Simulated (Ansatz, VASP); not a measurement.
**WS2: VASP beside Ansatz**

INCAR

```
ALGO = Normal
EDIFF = 1E-6
ENCUT = 520
GGA = PE
GGA_COMPAT = False
ISIF = 2
ISMEAR = -1
LASPH = True
LCHARG = False
LMAXMIX = 4
LORBIT = 11
LORBMOM = True
LREAL = False
LSORBIT = True
LWAVE = False
MAGMOM = 0 0 0 0 0 0 0 0 0 0 0 0 0 0 0 0 0 0
NBANDS = 68
NELM = 150
PREC = Accurate
SIGMA = 0.05
```

The input KPOINTS:

```
k-points
0
Gamma
  7 7 3
```

The input POSCAR:

```
WS2
1.0
    3.1800000000      0.0000000000      0.0000000000
   -1.5900000000      2.7539607840      0.0000000000
    0.0000000000      0.0000000000     12.5000000000
W S
2 4
Direct
    0.6666666667      0.3333333333      0.7500000000
    0.3333333333      0.6666666667      0.2500000000
    0.6666666667      0.3333333333      0.3750000000
    0.3333333333      0.6666666667      0.8750000000
    0.6666666667      0.3333333333      0.1250000000
    0.3333333333      0.6666666667      0.6250000000
```

The input input.yaml:

```yaml
crystal:
  lattice:
    - [3.18, 0.0, 0.0]
    - [-1.59, 2.753960784, 0.0]
    - [0.0, 0.0, 12.5]
  atoms:
    - { symbol: W, position: [0.6666666667, 0.3333333333, 0.75] }
    - { symbol: W, position: [0.3333333333, 0.6666666667, 0.25] }
    - { symbol: S, position: [0.6666666667, 0.3333333333, 0.375] }
    - { symbol: S, position: [0.3333333333, 0.6666666667, 0.875] }
    - { symbol: S, position: [0.6666666667, 0.3333333333, 0.125] }
    - { symbol: S, position: [0.3333333333, 0.6666666667, 0.625] }
hamiltonian:
  xc: pbe
  pseudopotentials: { kind: paw_fr }
magnetization:
  noncollinear: true
  spin_orbit: true
kpoints:
  mp_grid: { grid: [7, 7, 3] }
  band_path:
    path:
      - [[0.0, 0.0, 0.0], [0.5, 0.0, 0.0], [0.3333333333, 0.3333333333, 0.0], [0.0, 0.0, 0.0], [0.0, 0.0, 0.5], [0.5, 0.0, 0.5], [0.3333333333, 0.3333333333, 0.5], [0.0, 0.0, 0.5]]
      - [[0.5, 0.0, 0.5], [0.5, 0.0, 0.0]]
      - [[0.3333333333, 0.3333333333, 0.0], [0.3333333333, 0.3333333333, 0.5]]
    npoints: 14
scf:
  occupations: { method: fermi_dirac, width: 0.05 }
  n_extra_bands: 15
output:
  forces: true
  stress: true
  eigenvalues: true
  fatbands: true
```

Alike in both runs: functional PBE; k mesh 7 × 7 × 3; occupations fermi-dirac, width 0.05 eV; non-collinear spin, spin-orbit coupling.

|  | VASP | Ansatz |
| --- | --- | --- |
| version | VASP 6.6.1 | Ansatz 0.2.0 |
| potentials or method | VASP PAW PBE potentials, release 64 (W_sv, S) | Ansatz PAW |
| plane-wave cutoff (eV) | 520 | 420 |
| valence electrons in the cell | 52 | 52 |
| task | single point | band structure |

VASP gave:

```
pressure (GPa)                                                : 2.5
traceless stress, the component that is largest in VASP (GPa) : 1.16
rms of the force components (eV/Å)                            : 0.073
net moment per atom (μB)                                      : 0.00
```

**Question.** Which values does Ansatz return?

**Answer.** Pressure (GPa): 2.2; traceless stress, the component that is largest in VASP (GPa): 1.23; rms of the force components (eV/Å): 0.059; net moment per atom (μB): 0.00.

Atom by atom the forces differ by 0.015 eV/Å (rms over components).

Noted on Ansatz's run: the k mesh misses the band edges, so the gap on the mesh is wider than the one along the path.
